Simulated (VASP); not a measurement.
Runs of VASP 6.6.1 on CsBr. It takes space group Pm-3m (No. 221, cubic). The conventional cell has a = 4.319 Å, b = 4.319 Å, c = 4.319 Å, α = 90.00°, β = 90.00°, γ = 90.00°. Cs (site symmetry m-3m) has 8 Br at 3.74 Å and 6 Cs at 4.32 Å within 4.9 Å. Within 4.9 Å of Br (site symmetry m-3m) lie 8 Cs at 3.74 Å and 6 Br at 4.32 Å. 

| level | potentials or basis | cutoff (eV) | grid for exact exchange (PRECFOCK) | screening parameter | gap on the mesh (eV) | pressure (GPa) |
| --- | --- | --- | --- | --- | --- | --- |
| PBE | VASP PAW PBE potentials, release 64 (Cs_sv, Br) | 500 | - | - | 4.42 | 0.7 |
| LDA | VASP PAW LDA potentials, release 64 (Cs_sv, Br) | 500 | - | - | 4.05 | -1.9 |
| r2SCAN | VASP PAW PBE potentials, release 64 (Cs_sv, Br) | 550 | - | - | (a) | 0.1 |
| HSE06 | VASP PAW PBE potentials, release 64 (Cs_sv, Br) | 400 | Normal | 0.2079 1/Å | (b) | (c) |

Alike in all rows: task single point; no spin polarisation; cell as given; k mesh 4 × 4 × 4; smearing gaussian 0.01 eV.

Task: Estimate the missing entries.

Result: (a) 5.19; (b) 5.60; (c) 0.4.

Caveats: spin-orbit coupling is left out, which moves the levels of the heavy elements; the PAW data sets were made with another functional, which shifts forces and pressure a little (some runs).

A k mesh can miss the band edges, and the runs leave out spin-orbit coupling on Br, Cs.
